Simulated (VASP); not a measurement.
Set up this calculation in VASP 6.6.1, as the native input.

```
Task                   : single point
Functional             : PBEsol
Potentials or basis    : VASP PAW PBE potentials, release 64 (C)
Cutoff                 : 600 eV
k mesh                 : 11 × 11 × 11
Occupations            : fermi-dirac, width 0.05 eV
Spin                   : no spin polarisation
Dipole correction      : no
Further INCAR settings : ALGO = Normal; EDIFF = 1e-06; NBANDS = 11
```

The structure of C lies in POSCAR:

```
C
1.0
    0.0000000000      1.7833700000      1.7833700000
    1.7833700000      0.0000000000      1.7833700000
    1.7833700000      1.7833700000      0.0000000000
C
2
Direct
    0.7500000000      0.7500000000      0.7500000000
    0.5000000000      0.5000000000      0.5000000000
```

These files were run (other wordings do the same):

INCAR

```
PREC = Accurate
ENCUT = 600
EDIFF = 1E-6
ISMEAR = -1
SIGMA = 0.05
LREAL = F
LASPH = T
NELM = 120
ALGO = Normal
ISIF = 2
LWAVE = F
LCHARG = F
GGA = PS
NBANDS = 11
GGA_COMPAT = F
```

KPOINTS

```
Automatic mesh
0
Gamma
  11 11 11
```

Potentials or basis: VASP PAW PBE potentials, release 64 (C).

Run with:

```bash
$ cat potpaw_PBE.64/C/POTCAR > POTCAR
$ mpirun -np 1 vasp_std > vasp.out
```

It gave:

```yaml
Pressure: -4.4 GPa
Band_gap_on_the_k_mesh: 4.00 eV, indirect (least direct gap 5.54 eV)
```

Caveat: the PAW data sets were made with another functional, which shifts forces and pressure a little.

Run time: 6.1 s on 1 thread of Intel(R) Xeon(R) Platinum 8259CL CPU @ 2.50GHz (Skylake/Cascade Lake), with other jobs on the host, peak memory 0.12 GiB.
